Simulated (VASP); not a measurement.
## Ga: single point with RPBE

Crystal: Ga.

```
Ga
1.0
     0.00000    2.14305    2.14305
     2.14305    0.00000    2.14305
     2.14305    2.14305    0.00000
Ga
1
Direct
  0.00000 0.00000 0.00000
```

* Program: VASP 6.6.1
* Task: single point
* Functional: RPBE
* Potentials or basis: VASP PAW PBE potentials, release 64 (Ga_d)
* Cutoff: 520 eV
* k mesh: 13 × 13 × 13
* Occupations: fermi-dirac, width 0.1 eV
* Spin: no spin polarisation
* Dipole correction: no
* Further INCAR settings: ALGO = Normal; EDIFF = 1e-07; NBANDS = 12

- Pressure: 0.1 GPa

Levels at points of the mesh, in eV from the Fermi level:
```csv
k point,band 3,band 4,band 5,band 6,band 7,band 8,band 9,band 10
"(0.00, 0.00, 0.00)",-14.95,-14.84,-14.84,-10.77,11.76,11.76,11.76,15.49
```

It took 10 s on 1 thread of Intel Xeon 6975P-C (shared host), peak memory 0.15 GiB.

Caveat: the PAW data sets were made with another functional, which shifts forces and pressure a little.
